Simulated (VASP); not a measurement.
Crystal: In3As.

```
CELL_PARAMETERS angstrom
4.67168 0.00000 0.00000
0.00000 4.67168 0.00000
0.00000 0.00000 4.67168
ATOMIC_POSITIONS crystal
In 0.00000 0.50000 0.50000
In 0.50000 0.00000 0.50000
In 0.50000 0.50000 0.00000
As 0.00000 0.00000 0.00000
```

```yaml
Program: VASP 6.6.1
Task: relaxation of cell and atoms
Functional: RPBE
Potentials_or_basis: VASP PAW PBE potentials, release 64 (In_d, As)
Cutoff: 600 eV
k_mesh: 4 × 4 × 4
Occupations: fermi-dirac, width 0.01 eV
Spin: no spin polarisation
```

At the start: pressure 1.5 GPa; volume 25.49 Å³/atom.

Q: How do energy, volume and symmetry change on relaxing?

A: Over 3 steps the energy falls by 4.3 meV/atom and the volume is 26.44 Å³/atom (+3.7 %); space group Pm-3m (No. 221, to 0.1 Å) before and after.

Step by step:
```tsv
step	energy change (eV)	largest force (eV/Å)	pressure (GPa)	volume (Å³)
1	0.0000	0.0000	1.50	101.96
2	-0.0172	0.0000	0.08	105.52
3	-0.0173	0.0000	0.02	105.74
```

Final structure:
```cif
data_structure
_symmetry_space_group_name_H-M 'P 1'
_symmetry_Int_Tables_number 1
_cell_length_a 4.7288
_cell_length_b 4.7288
_cell_length_c 4.7288
_cell_angle_alpha 90.000
_cell_angle_beta 90.000
_cell_angle_gamma 90.000
_cell_volume 105.74
loop_
_atom_site_label
_atom_site_type_symbol
_atom_site_fract_x
_atom_site_fract_y
_atom_site_fract_z
_atom_site_occupancy
In1 In 0.00000 0.50000 0.50000 1
In2 In 0.50000 0.00000 0.50000 1
In3 In 0.50000 0.50000 0.00000 1
As1 As 0.00000 0.00000 0.00000 1
```

Caveat: the PAW data sets were made with another functional, which shifts forces and pressure a little.
